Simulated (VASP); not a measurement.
# Mg (Fd-3m) in VASP: a series of runs

Mg is run at these levels: LDA; tasks: relaxation of cell and atoms.

All numbers are computed with VASP 6.6.1; they aren't measurements. Logs are shortened: lines on timing, memory, paths and dates and some standing lists are left out, and cuts for length are marked.

### Step 1. The cell of the first run

It takes space group Fd-3m (No. 227, cubic). The conventional cell has a = 5.464 Å, b = 5.464 Å, c = 5.464 Å, α = 90.00°, β = 90.00°, γ = 90.00°. Mg (site symmetry -43m) has 4 Mg at 2.37 Å within 3.1 Å.

This isn't the form of Mg at room conditions, which is hcp.

### Step 2. Relaxation of cell and atoms, LDA, target pressure 12 GPa, at which the enthalpy is minimised

INCAR reads:

```
PREC     = Accurate       # precision mode
ENCUT    = 600            # plane-wave cutoff, eV
EDIFF    = 1E-6           # SCF threshold, eV
ISMEAR   = -1             # smearing method
SIGMA    = 0.1            # smearing width, eV
LREAL    = False          # projectors in reciprocal space
LASPH    = True           # aspherical terms in the spheres
NELM     = 80             # most SCF steps
ALGO     = Normal         # electronic algorithm
ISIF     = 3              # what is computed and relaxed
LWAVE    = False          # write WAVECAR
LCHARG   = False          # write CHGCAR
GGA      = CA             # functional
IBRION   = 2              # ionic algorithm
NSW      = 60             # ionic steps
EDIFFG   = -0.005         # ionic threshold
PSTRESS  = 120.0
```

KPOINTS reads:

```
Automatic mesh
0
Gamma
  12 12 12
```

POSCAR reads:

```
Mg
1.0
    0.0000000000      2.7321726698      2.7321726698
    2.7321726698      0.0000000000      2.7321726698
    2.7321726698      2.7321726698      0.0000000000
Mg
2
Direct
   -0.1250000000     -0.1250000000     -0.1250000000
    0.1250000000      0.1250000000      0.1250000000
```

Potentials or basis: VASP PAW LDA potentials, release 64 (Mg).

Launch:

```
$ cat potpaw_LDA.64/Mg/POTCAR > POTCAR
$ mpirun -np 1 vasp_std > vasp.out
```

OUTCAR:

```text
PREC = Accurate
   ENCUT = 600
   EDIFF = 1E-6
   ISMEAR = -1
   LREAL = False
   LASPH = True
   NELM = 80
   ISIF = 3
   GGA = CA
   IBRION = 2
   NSW = 60
   EDIFFG = -0.005
   PSTRESS = 120.0

 ion  position               nearest neighbor table
   1  0.875  0.875  0.875-   2 2.37   2 2.37   2 2.37   2 2.37
   2  0.125  0.125  0.125-   1 2.37   1 2.37   1 2.37   1 2.37

  LATTYP: Found a face centered cubic cell.
 ALAT       =     5.4643453396

  Lattice vectors:

 A1 = (   0.0000000000,   2.7321726698,   2.7321726698)
 A2 = (   2.7321726698,   0.0000000000,   2.7321726698)
 A3 = (   2.7321726698,   2.7321726698,   0.0000000000)

Analysis of symmetry for initial positions (statically):
=====================================================================
 Subroutine PRICEL returns:
 Original cell was already a primitive cell.

 Routine SETGRP: Setting up the symmetry group for a
 face centered cubic supercell.

 Subroutine GETGRP returns: Found 48 space group operations
 (whereof 12 operations were pure point group operations)
 out of a pool of 48 trial point group operations.

The static configuration has the point symmetry D_3d.
 The point group associated with its full space group is O_h .

Analysis of symmetry for dynamics (positions and initial velocities):
=====================================================================
 Subroutine PRICEL returns:
 Original cell was already a primitive cell.

 Routine SETGRP: Setting up the symmetry group for a
 face centered cubic supercell.

 Subroutine GETGRP returns: Found 48 space group operations
 (whereof 12 operations were pure point group operations)
 out of a pool of 48 trial point group operations.

The dynamic configuration has the point symmetry D_3d.
 The point group associated with its full space group is O_h .

 Subroutine INISYM returns: Found 48 space group operations
 (whereof 12 operations are pure point group operations),
 and found     1 'primitive' translations

----------------------------------------------------------------------------------------

                                     Primitive cell

  volume of cell :      40.7901

  direct lattice vectors                    reciprocal lattice vectors
     0.000000000  2.732172670  2.732172670    -0.183004539  0.183004539  0.183004539
     2.732172670  0.000000000  2.732172670     0.183004539 -0.183004539  0.183004539
     2.732172670  2.732172670  0.000000000     0.183004539  0.183004539 -0.183004539

  length of vectors
     3.863875644  3.863875644  3.863875644     0.316973160  0.316973160  0.316973160

  position of ions in fractional coordinates (direct lattice)
     0.875000000  0.875000000  0.875000000
     0.125000000  0.125000000  0.125000000

  ion indices of the primitive-cell ions
   primitive index   ion index
                 1           1
                 2           2

----------------------------------------------------------------------------------------

 KPOINTS: Automatic mesh

Automatic generation of k-mesh.
 Grid dimensions read from file:
 generate k-points for:   12   12   12

 Generating k-lattice:

  Cartesian coordinates                     Fractional coordinates (reciprocal lattice)
    -0.015250378  0.015250378  0.015250378     0.083333333  0.000000000  0.000000000
     0.015250378 -0.015250378  0.015250378     0.000000000  0.083333333  0.000000000
     0.015250378  0.015250378 -0.015250378     0.000000000  0.000000000  0.083333333

  Length of vectors
     0.026414430  0.026414430  0.026414430

  Shift w.r.t. Gamma in fractional coordinates (k-lattice)
     0.000000000  0.000000000  0.000000000

 Subroutine IBZKPT returns following result:
 ===========================================

 Found     72 irreducible k-points:

 Following reciprocal coordinates:
            Coordinates               Weight
  0.000000  0.000000  0.000000      1.000000
  0.083333  0.000000  0.000000      8.000000
  0.166667  0.000000  0.000000      8.000000
  0.250000  0.000000  0.000000      8.000000
  0.333333  0.000000  0.000000      8.000000
  0.416667  0.000000  0.000000      8.000000
[... 16 lines left out ...]
  0.500000  0.166667  0.000000     24.000000
 -0.416667  0.166667  0.000000     24.000000
 [... further k-points ...]
   k-points           NKPTS =     72   k-points in BZ     NKDIM =     72   number of bands    NBANDS=      6
   number of dos      NEDOS =    301   number of ions     NIONS =      2
   total plane-waves  NPLWV =  32768
   dimension x,y,z NGX =    32 NGY =   32 NGZ =   32
   dimension x,y,z NGXF=    64 NGYF=   64 NGZF=   64
   ions per type =               2
   NGX,Y,Z   is equivalent  to a cutoff of  13.77, 13.77, 13.77 a.u.
   NGXF,Y,Z  is equivalent  to a cutoff of  27.54, 27.54, 27.54 a.u.
 SYSTEM =  unknown system
   PREC   = accura    normal or accurate (medium, high low for compatibility)
   ISTART =      0    job   : 0-new  1-cont  2-samecut
   ICHARG =      2    charge: 1-file 2-atom 10-const
   ISPIN  =      1    spin polarized calculation?
   LNONCOLLINEAR =      F non collinear calculations
   LSORBIT =      F    spin-orbit coupling
   LASPH  =      T    aspherical Exc in radial PAW
   ENCUT  =  600.0 eV  44.10 Ry    6.64 a.u.   7.72  7.72  7.72*2*pi/ulx,y,z
   NELM   =     80;   NELMIN=  2; NELMDL= -5     # of ELM steps
   EDIFF  = 0.1E-05   stopping-criterion for ELM
   LREAL  =      F    real-space projection
   EDIFFG = -.5E-02   stopping-criterion for IOM
   NSW    =     60    number of steps for IOM
   IBRION =      2    ionic relax: 0-MD 1-quasi-New 2-CG
   NFREE  =      1    steps in history (QN), initial steepest desc. (CG)
   ISIF   =      3    stress and relaxation
   ISYM   =      2    0-nonsym 1-usesym 2-fastsym
   POTIM  = 0.5000    time-step for ionic-motion
   TEBEG  =    0.0;   TEEND  =   0.0 temperature during run
   PSTRESS=  120.0 pullay stress
   NELECT =       4.0000    total number of electrons
   NUPDOWN=      -1.0000    fix difference up-down
   EMIN   =  10.00;   EMAX   =-10.00  energy-range for DOS
   EFERMI =   0.00;   METHOD = LEGACY
   ISMEAR =    -1;   SIGMA  =   0.10  broadening in eV -4-tet -1-fermi 0-gaus
   EFERMI_NEDOS =   21; number of points for ismear=-14 and -15
   IALGO  =     38    algorithm
   IMIX   =      4    mixing-type and parameters
     AMIX     =   0.40;   BMIX     =  1.00
     AMIX_MAG =   1.60;   BMIX_MAG =  1.00
  volume/ion in A,a.u.               =      20.40       137.63
  Fermi-wavevector in a.u.,A,eV,Ry     =   0.754936  1.426622  7.754342  0.569928
  Thomas-Fermi vector in A             =   1.852716
   LORBIT       =      0    0 simple, 1 ext, 2 COOP (PROOUT), +10 PAW based schemes
   GGA     = CA    functional components
   LHFCALC =     F    Hartree Fock is set to
   AEXX    =    0.0000 exact exchange contribution
   IVDW    =     0    specifies the selected vdW correction
   LEPSILON=     F    determine dielectric tensor
   LRPA    =     F    only Hartree local field effects (RPA)
 conjugate gradient relaxation of ions
 non-spin polarized calculation
  energy-cutoff  :      600.00
  volume of cell :       40.79
 maximum number of plane-waves:      1381
   NGX = 15   NGY = 15   NGZ = 15

--------------------------------------- Ionic step        1  -------------------------------------------

 number of electron       4.0000000 magnetization

 Free energy of the ion-electron system (eV)
  ---------------------------------------------------
  ext. energy  EPLUGINS =         0.00000000
  ---------------------------------------------------
  free energy    TOTEN  =        -0.38520658 eV

  energy without entropy =       -0.35329733  energy(sigma->0) =       -0.36925196

------------------------ aborting loop because EDIFF is reached ----------------------------------------

  FORCE on cell =-STRESS in cart. coord.  units (eV):
  Direction    XX          YY          ZZ          XY          YZ          ZX
  --------------------------------------------------------------------------------------
  -------------------------------------------------------------------------------------
  Total        6.1867984      6.1867984      6.1867984     -0.0000000      0.0000000      0.0000000
  in kB      243.0088666    243.0088666    243.0088666     -0.0000000      0.0000000      0.0000000
  external PRESSURE =     123.0088666 kB  Pullay stress =     120.0000000 kB

 VOLUME and BASIS-vectors are now :
 -----------------------------------------------------------------------------
  energy-cutoff  :      600.00
  volume of cell :       40.79
      direct lattice vectors                 reciprocal lattice vectors
     0.000000000  2.732172670  2.732172670    -0.183004539  0.183004539  0.183004539
     2.732172670  0.000000000  2.732172670     0.183004539 -0.183004539  0.183004539
     2.732172670  2.732172670  0.000000000     0.183004539  0.183004539 -0.183004539
[... 122 lines left out ...]
  FREE ENERGIE OF THE ION-ELECTRON SYSTEM (eV)
  ---------------------------------------------------
  free  energy   TOTEN  =        -1.3060058070 eV

  energy  without entropy=       -1.2710884782  energy(sigma->0) =       -1.28854714

  enthalpy is  TOTEN    =         2.3845877300 eV   P V=        3.6905935370

--------------------------------------- Ionic step        5  -------------------------------------------

 number of electron       4.0000000 magnetization

 Free energy of the ion-electron system (eV)
  ---------------------------------------------------
  ext. energy  EPLUGINS =         0.00000000
  ---------------------------------------------------
  free energy    TOTEN  =        -1.29701247 eV

  energy without entropy =       -1.26213380  energy(sigma->0) =       -1.27957314

 E-fermi :   1.9172     XC(G=0):  -8.3208

 val. band max:        1.8651098573   @ k =  -0.2500   0.2500   0.0000
 cond. band min:       1.9646805861   @ k =  -0.4167   0.3333   0.1667
 fundamental gap:      0.0995707288
 Fermi energy:         1.9172041541

 k-point     1 :       0.0000    0.0000    0.0000
  band No.  band energies     occupation
      1      -4.6520      2.00000
      2       6.4927      0.00000
      3       6.4927      0.00000
      4       6.4927      0.00000
      5       7.4354      0.00000
      6       7.4354      0.00000

 k-point     2 :       0.0833    0.0000    0.0000
  band No.  band energies     occupation
      1      -4.5611      2.00000
      2       5.4961      0.00000
      3       6.2500      0.00000
      4       6.2500      0.00000
      5       7.7748      0.00000
      6       7.7748      0.00000
[... 181 lines left out ...]
 k-point    23 :       0.5000    0.1667    0.0000
  band No.  band energies     occupation
      1      -1.8822      2.00000
      2      -0.2001      2.00000
      3       3.6035      0.00000
      4       4.4522      0.00000
      5       6.1236      0.00000
      6       8.6685      0.00000

 k-point    24 :      -0.4167    0.1667    0.0000
  band No.  band energies     occupation
      1      -1.6527      2.00000
      2      -0.4810      2.00000
      3       3.2965      0.00000
      4       4.7056      0.00000
      5       6.3874      0.00000
      6       8.3719      0.00000

 [... further k-points ...]

------------------------ aborting loop because EDIFF is reached ----------------------------------------

  FORCE on cell =-STRESS in cart. coord.  units (eV):
  Direction    XX          YY          ZZ          XY          YZ          ZX
  --------------------------------------------------------------------------------------
  -------------------------------------------------------------------------------------
  Total        3.6846781      3.6846781      3.6846781     -0.0000000      0.0000000     -0.0000000
  in kB      120.1015906    120.1015906    120.1015906     -0.0000000      0.0000000     -0.0000000
  external PRESSURE =       0.1015906 kB  Pullay stress =     120.0000000 kB

 VOLUME and BASIS-vectors are now :
 -----------------------------------------------------------------------------
  energy-cutoff  :      600.00
  volume of cell :       49.15
      direct lattice vectors                 reciprocal lattice vectors
     0.000000000  2.907437983  2.907437983    -0.171972714  0.171972714  0.171972714
     2.907437983  0.000000000  2.907437983     0.171972714 -0.171972714  0.171972714
     2.907437983  2.907437983 -0.000000000     0.171972714  0.171972714 -0.171972714

 POSITION                                       TOTAL-FORCE (eV/Angst)
 -----------------------------------------------------------------------------------
      5.08802      5.08802      5.08802        -0.000000     -0.000000     -0.000000
      0.72686      0.72686      0.72686         0.000000      0.000000      0.000000
 -----------------------------------------------------------------------------------
    total drift:                                0.000000      0.000000     -0.000000

  FREE ENERGIE OF THE ION-ELECTRON SYSTEM (eV)
  ---------------------------------------------------
  free  energy   TOTEN  =        -1.2970124739 eV

  energy  without entropy=       -1.2621337971  energy(sigma->0) =       -1.27957314

  enthalpy is  TOTEN    =         2.3845488469 eV   P V=        3.6815613207

 reached required accuracy - stopping structural energy minimisation
```

It took 23 s on 1 thread of AMD EPYC 9R45 (Zen 5), shared host; peak memory 0.14 GiB.

What came out:

| Property | Result |
| --- | --- |
| Free energy | -1.2970 eV |
| Relaxed volume | 24.58 Å³/atom |
| Relaxed cell | a = 4.112 Å, b = 4.112 Å, c = 4.112 Å, α = 60.00°, β = 60.00°, γ = 60.00° |
| Space group after relaxing (to 0.1 Å) | Fd-3m (No. 227) |
| Energy change on relaxing (the run minimises the enthalpy) | -455.9 meV/atom |
| Ionic steps | 5 |
| Pressure after relaxing | 12.0 GPa |
| Band gap on the k mesh | zero (bands 2 and 3 overlap by 5.62 eV) |

Step by step:
| step | energy change (eV) | largest force (eV/Å) | pressure (GPa) | volume (Å³) |
| --- | --- | --- | --- | --- |
| 1 | 0.0000 | 0.0000 | 24.30 | 40.79 |
| 2 | -1.0235 | 0.0000 | 10.46 | 50.75 |
| 3 | -0.9076 | 0.0000 | 12.07 | 49.10 |
| 4 | -0.9208 | 0.0000 | 11.89 | 49.27 |
| 5 | -0.9118 | 0.0000 | 12.01 | 49.15 |

Final structure:
```
Mg
1.0
     0.00000    2.90744    2.90744
     2.90744    0.00000    2.90744
     2.90744    2.90744    0.00000
Mg
2
Direct
  0.87500 0.87500 0.87500
  0.12500 0.12500 0.12500
```

Levels at points of the mesh, in eV from the Fermi level:
| k point | band 1 | band 2 | band 3 | band 4 | band 5 | band 6 |
| --- | --- | --- | --- | --- | --- | --- |
| (0.00, 0.00, 0.00) | -6.57 | 4.58 | 4.58 | 4.58 | 5.52 | 5.52 |
| (0.50, 0.00, 0.00) | -3.78 | -2.82 | 3.49 | 3.49 | 5.16 | 5.16 |
| (0.50, 0.50, 0.00) | -2.34 | -2.34 | 1.34 | 1.34 | 2.82 | 2.82 |

Caveat: the cell is relaxed towards a set pressure, so the run minimises the enthalpy, not the energy; the volume moved by over 15 % at a fixed basis, so the end points are rough.

### Step 3. Relaxation of cell and atoms, LDA, target pressure 12 GPa, at which the enthalpy is minimised

This run uses another cell than the first one, of 24.61 Å³/atom.

INCAR reads:

```
  ALGO = Normal
  EDIFF = 1E-7
  EDIFFG = -0.005
  ENCUT = 600
  GGA = CA
  IBRION = 2
  ISIF = 3
  ISMEAR = -1
  LASPH = True
  LCHARG = False
  LREAL = False
  LWAVE = False
  NELM = 100
  NSW = 32
  PREC = Accurate
  PSTRESS = 120.0
  SIGMA = 0.1
```

KPOINTS reads:

```
k-points
0
Gamma
  12 12 12
```

POSCAR reads:

```
Mg
1.0
    0.0000000000      2.9088515172      2.9088515172
    2.9088515172      0.0000000000      2.9088515172
    2.9088515172      2.9088515172      0.0000000000
Mg
2
Direct
   -0.1250000000     -0.1250000000     -0.1250000000
    0.1250000000      0.1250000000      0.1250000000
```

Potentials or basis: VASP PAW LDA potentials, release 64 (Mg).

Launch:

```
$ cat potpaw_LDA.64/Mg/POTCAR > POTCAR
$ mpirun -np 1 vasp_std > vasp.out
```

It took 18 s on 1 thread of AMD EPYC 9R45 (Zen 5), shared host; peak memory 0.16 GiB.

The run converged. Its results:

```yaml
Free_energy: -1.2975 eV
Relaxed_volume: 24.58 Å³/atom
Relaxed_cell: a = 4.112 Å, b = 4.112 Å, c = 4.112 Å, α = 60.00°, β = 60.00°, γ = 60.00°
Space_group_after_relaxing_to_0.1_Å: Fd-3m (No. 227)
Energy_change_on_relaxing_the_run_minimises_the_enthalpy: +2.5 meV/atom
Ionic_steps: 2
Pressure_after_relaxing: 12.0 GPa
Band_gap_on_the_k_mesh: zero (bands 2 and 3 overlap by 5.62 eV)
```

Step by step:
```
step  energy change (eV)  largest force (eV/Å)  pressure (GPa)  volume (Å³)
   1              0.0000                0.0000           11.94        49.23
   2              0.0050                0.0000           12.01        49.16
```

Final structure:
```xyz
2
Lattice="0.0000 2.9075 2.9075 2.9075 0.0000 2.9075 2.9075 2.9075 0.0000" Properties=species:S:1:pos:R:3 pbc="T T T"
Mg    5.0882    5.0882    5.0882
Mg    0.7269    0.7269    0.7269
```

Levels at points of the mesh, in eV from the Fermi level:
| k point | band 1 | band 2 | band 3 | band 4 | band 5 | band 6 |
| --- | --- | --- | --- | --- | --- | --- |
| (0.00, 0.00, 0.00) | -6.57 | 4.58 | 4.58 | 4.58 | 5.52 | 5.52 |
| (0.50, 0.00, 0.00) | -3.78 | -2.82 | 3.49 | 3.49 | 5.16 | 5.16 |
| (0.50, 0.50, 0.00) | -2.34 | -2.34 | 1.34 | 1.34 | 2.82 | 2.82 |

Caveat: the cell is relaxed towards a set pressure, so the run minimises the enthalpy, not the energy.

The gap in the log of VASP goes by the Fermi energy; the results here count the filled bands.